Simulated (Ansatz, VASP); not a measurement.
## Two plane-wave programs on ZnS

```
Zn S
1.0
     3.84407    0.00000    0.00000
    -1.92203    3.32906    0.00000
     0.00000    0.00000    6.11550
Zn S
2 2
Cartesian
  0.0000 2.2194 -0.0160
  1.9220 1.1097 3.0418
  0.0000 2.2194 2.3093
  1.9220 1.1097 5.3670
```

Change from the starting cell: strain along c alone, the other axes held, atoms relaxed: -3.0 %.

Alike in both runs: functional PBE; k mesh 12 × 12 × 4; occupations gaussian, width 0.02 eV; no spin polarisation.

Ansatz relaxed the structure, and its values are those at the end. VASP's run is a single point on that final structure, the one shown.

|  | VASP | Ansatz |
| --- | --- | --- |
| version | VASP 6.6.1 | Ansatz 0.2.0 |
| potentials or method | VASP PAW PBE potentials, release 64 (Zn, S), cutoff 520 eV | scalar-relativistic, plane waves, PAW |
| valence electrons in the cell | 36 | 36 |

|  | VASP | Ansatz | Ansatz less VASP |
| --- | --- | --- | --- |
| gap on the k mesh at the Fermi level (eV) | 2.23 | 2.23 | -0.004 |
| least direct gap on the mesh (eV) | 2.23 | 2.23 | -0.004 |
| pressure (GPa) | 2.5 | 2.4 | -0.16 |

Ansatz's warnings: stress scf threshold loose.
